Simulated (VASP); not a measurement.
# SnO in VASP: single point with PBE+D3(BJ)

Aim: the single point of SnO with PBE+D3(BJ).

Everything below comes from runs of VASP 6.6.1. Logs are shortened: lines on timing, memory, paths and dates and some standing lists are left out, and cuts for length are marked.

## Step 1: The cell of the first run

The cell holds a slab with vacuum, 8 atoms: a = 3.820 Å, b = 3.820 Å, c = 22.226 Å, α = 90.00°, β = 90.00°, γ = 90.00°.

## Step 2: Single point, PBE+D3(BJ) (layers slid over each other)

Contents of INCAR:

```
SYSTEM = SnO
PREC     = Accurate       ! precision mode
ENCUT    = 520            ! plane-wave cutoff, eV
EDIFF    = 1E-6           ! SCF threshold, eV
ISMEAR   = 0              ! smearing method
SIGMA    = 0.05           ! smearing width, eV
LREAL    = .FALSE.        ! projectors in reciprocal space
LASPH    = .TRUE.         ! aspherical terms in the spheres
NELM     = 120            ! most SCF steps
ALGO     = Normal         ! electronic algorithm
ISIF     = 2              ! what is computed and relaxed
LWAVE    = .FALSE.        ! write WAVECAR
LCHARG   = .FALSE.        ! write CHGCAR
LDIPOL   = .TRUE.       
IDIPOL   = 3            
DIPOL    = 0.5 0.5 0.399
GGA      = PE             ! functional
IVDW     = 12             ! dispersion correction
NBANDS   = 50             ! bands
GGA_COMPAT= .FALSE.      
NELMDL   = -8
```

Contents of KPOINTS:

```
regular mesh
0
G
  7 7 1
  0 0 0
```

Contents of POSCAR:

```
SnO
1.0
    3.8201713480      0.0000000000      0.0000000000
    0.0000000000      3.8201713480      0.0000000000
    0.0000000000      0.0000000000     22.2260704682
Sn O
4 4
Direct
    0.5000000000      0.0000000000      0.2024649389
    0.0000000000      0.5000000000      0.3087831132
    0.2500000000      0.7500000000      0.4887519478
   -0.2500000000      1.2500000000      0.5950701221
    0.0000000000      0.0000000000      0.2556240261
    0.5000000000      0.5000000000      0.2556240261
   -0.2500000000      0.7500000000      0.5419110350
    0.2500000000      1.2500000000      0.5419110350
```

Potentials or basis: VASP PAW PBE potentials, release 64 (Sn_d, O).

Launch:

```sh
$ cat potpaw_PBE.64/Sn_d/POTCAR potpaw_PBE.64/O/POTCAR > POTCAR
$ mpirun -np 1 vasp_std > vasp.out
```

OUTCAR:

```text
SYSTEM = SnO
   PREC = Accurate
   ENCUT = 520
   EDIFF = 1E-6
   ISMEAR = 0
   LREAL = .FALSE.
   LASPH = .TRUE.
   NELM = 120
   ISIF = 2
   GGA = PE
   IVDW = 12
   NELMDL = -8
 IVDW          = 12

 ion  position               nearest neighbor table
   1  0.500  0.000  0.202-   5 2.25   6 2.25   6 2.25   5 2.25   2 3.59   2 3.59   2 3.59   2 3.59

   2  0.000  0.500  0.309-   5 2.25   6 2.25   5 2.25   6 2.25   1 3.59   1 3.59   1 3.59   1 3.59

   3  0.250  0.750  0.489-   7 2.25   8 2.25   8 2.25   7 2.25   4 3.59   4 3.59   4 3.59   4 3.59

   4  0.750  0.250  0.595-   7 2.25   8 2.25   7 2.25   8 2.25   3 3.59   3 3.59   3 3.59   3 3.59

   5  0.000  0.000  0.256-   2 2.25   2 2.25   1 2.25   1 2.25
   6  0.500  0.500  0.256-   2 2.25   2 2.25   1 2.25   1 2.25
   7  0.750  0.750  0.542-   4 2.25   4 2.25   3 2.25   3 2.25
   8  0.250  0.250  0.542-   4 2.25   4 2.25   3 2.25   3 2.25

  LATTYP: Found a simple tetragonal cell.
 ALAT       =     3.8201713480
 C/A-ratio  =     5.8180820815

  Lattice vectors:

 A1 = (   3.8201713480,   0.0000000000,   0.0000000000)
 A2 = (   0.0000000000,   3.8201713480,   0.0000000000)
 A3 = (   0.0000000000,   0.0000000000,  22.2260704682)

Analysis of symmetry for initial positions (statically):
=====================================================================
 Subroutine PRICEL returns:
 Original cell was already a primitive cell.

 Routine SETGRP: Setting up the symmetry group for a
 simple tetragonal supercell.

 Subroutine GETGRP returns: Found  4 space group operations
 (whereof  1 operations were pure point group operations)
 out of a pool of 16 trial point group operations.

The static configuration has the point symmetry C_1 .
 The point group associated with its full space group is C_2h.

Analysis of symmetry for dynamics (positions and initial velocities):
=====================================================================
 Subroutine PRICEL returns:
 Original cell was already a primitive cell.

 Routine SETGRP: Setting up the symmetry group for a
 simple tetragonal supercell.

 Subroutine GETGRP returns: Found  4 space group operations
 (whereof  1 operations were pure point group operations)
 out of a pool of 16 trial point group operations.

The dynamic configuration has the point symmetry C_1 .
[... 112 lines left out ...]
   TEBEG  =    0.0;   TEEND  =   0.0 temperature during run
   PSTRESS=    0.0 pullay stress
   NELECT =      80.0000    total number of electrons
   NUPDOWN=      -1.0000    fix difference up-down
   EMIN   =  10.00;   EMAX   =-10.00  energy-range for DOS
   EFERMI =   0.00;   METHOD = LEGACY
   ISMEAR =     0;   SIGMA  =   0.05  broadening in eV -4-tet -1-fermi 0-gaus
   EFERMI_NEDOS =   21; number of points for ismear=-14 and -15
   IALGO  =     38    algorithm
   IMIX   =      4    mixing-type and parameters
     AMIX     =   0.40;   BMIX     =  1.00
     AMIX_MAG =   1.60;   BMIX_MAG =  1.00
  volume/ion in A,a.u.               =      40.55       273.61
  Fermi-wavevector in a.u.,A,eV,Ry     =   1.026665  1.940115 14.341095  1.054041
  Thomas-Fermi vector in A             =   2.160570
   LORBIT       =      0    0 simple, 1 ext, 2 COOP (PROOUT), +10 PAW based schemes
   GGA     = PE    functional components
   LHFCALC =     F    Hartree Fock is set to
   AEXX    =    0.0000 exact exchange contribution
   IVDW    =    12    specifies the selected vdW correction
   LEPSILON=     F    determine dielectric tensor
   LRPA    =     F    only Hartree local field effects (RPA)
 non-spin polarized calculation
 Gauss-broadening in eV      SIGMA  =   0.05
  energy-cutoff  :      520.00
  volume of cell :      324.36
 maximum number of plane-waves:      8769
   NGX = 15   NGY = 15   NGZ = 83

 dipolmoment           0.000000      0.000000     -0.000001 electrons x Angstroem

 number of electron      79.9999971 magnetization

 dipolmoment           0.000000      0.000000      0.000000 electrons x Angstroem

 Free energy of the ion-electron system (eV)
  ---------------------------------------------------
  ext. energy  EPLUGINS =         0.00000000
  ---------------------------------------------------
  free energy    TOTEN  =       -45.15794098 eV

  energy without entropy =      -45.15794098  energy(sigma->0) =      -45.15794098

 E-fermi :   0.1139     XC(G=0):  -5.3002

 val. band max:       -0.1504156177   @ k =  -0.1429   0.1429   0.0000
 cond. band min:       2.3053981885   @ k =  -0.4286   0.4286   0.0000
 fundamental gap:      2.4558138062
 Fermi energy:         0.1139084420

 k-point     1 :       0.0000    0.0000    0.0000
  band No.  band energies     occupation
      1     -21.0532      2.00000
      2     -21.0532      2.00000
      3     -20.6928      2.00000
      4     -20.6927      2.00000
      5     -20.6553      2.00000
      6     -20.6553      2.00000
[... 837 lines left out ...]
     49       5.8774      0.00000
     50       6.4847      0.00000

------------------------ aborting loop because EDIFF is reached ----------------------------------------

 vacuum level on the upper side and lower side of the slab       (xc-potential included)        -0.178        -0.178

 Edisp (eV)   -1.25541

 E8    (eV) :    -0.5553

  FORCE on cell =-STRESS in cart. coord.  units (eV):
  Direction    XX          YY          ZZ          XY          YZ          ZX
  --------------------------------------------------------------------------------------
  -------------------------------------------------------------------------------------
  Total       0.23539     0.23539     0.03270     0.04325     0.29598     0.29598
  in kB       1.16272     1.16272     0.16151     0.21363     1.46197     1.46197
  external pressure =        0.83 kB  Pullay stress =        0.00 kB

 VOLUME and BASIS-vectors are now :
 -----------------------------------------------------------------------------
  energy-cutoff  :      520.00
  volume of cell :      324.36
      direct lattice vectors                 reciprocal lattice vectors
     3.820171348  0.000000000  0.000000000     0.261768363  0.000000000  0.000000000
     0.000000000  3.820171348  0.000000000     0.000000000  0.261768363  0.000000000
     0.000000000  0.000000000 22.226070468     0.000000000  0.000000000  0.044992209

 POSITION                                       TOTAL-FORCE (eV/Angst)
 -----------------------------------------------------------------------------------
      1.91009      0.00000      4.50000        -0.005666     -0.005666     -0.078551
      0.00000      1.91009      6.86304        -0.031426     -0.031426      0.100369
      0.95504      2.86513     10.86304         0.031426      0.031426     -0.100369
      2.86513      0.95504     13.22607         0.005666      0.005666      0.078551
      0.00000      0.00000      5.68152         0.011424     -0.030339      0.007502
      1.91009      1.91009      5.68152        -0.030339      0.011424      0.007502
      2.86513      2.86513     12.04455         0.030339     -0.011424     -0.007502
      0.95504      0.95504     12.04455        -0.011424      0.030339     -0.007502
 -----------------------------------------------------------------------------------
    total drift:                               -0.000000     -0.000000     -0.000003

  FREE ENERGIE OF THE ION-ELECTRON SYSTEM (eV)
  ---------------------------------------------------
  free  energy   TOTEN  =       -46.4133555821 eV

  energy  without entropy=      -46.4133555821  energy(sigma->0) =      -46.41335558

 vacuum level on the upper side and lower side of the slab         4.803         4.803
```

stdout:

```text
POSCAR found type information on POSCAR SnO
 POSCAR found :  2 types and       8 ions
 scaLAPACK will be used
 LDA part: xc-table for (Slater+PW92), standard interpolation
 POSCAR, INCAR and KPOINTS ok, starting setup
 FFT: planning ... GRIDC
 FFT: planning ... GRID_SOFT
 FFT: planning ... GRID
 WAVECAR not read
 entering main loop
```

Wall time 10 min (1 thread of Oxide Virtual Turin-like, shared host); peak memory 0.41 GiB.

Results:

| Quantity | Value |
| --- | --- |
| Free energy | -46.4134 eV |
| Largest force | 0.110 eV/Å |
| Band gap on the k mesh | 2.46 eV (least direct gap 2.52 eV) |
| Dispersion energy per atom | -0.157 eV |

Forces in eV/Å, atoms in the order of the input:
```
Sn  -0.006 -0.006 -0.079
Sn  -0.031 -0.031  0.100
Sn   0.031  0.031 -0.100
Sn   0.006  0.006  0.079
O    0.011 -0.030  0.008
O   -0.030  0.011  0.008
O    0.030 -0.011 -0.008
O   -0.011  0.030 -0.008
```

Caveat: the cell differs from its parent crystal (layers slid over each other); spin-orbit coupling is left out, which moves the levels of the heavy elements.
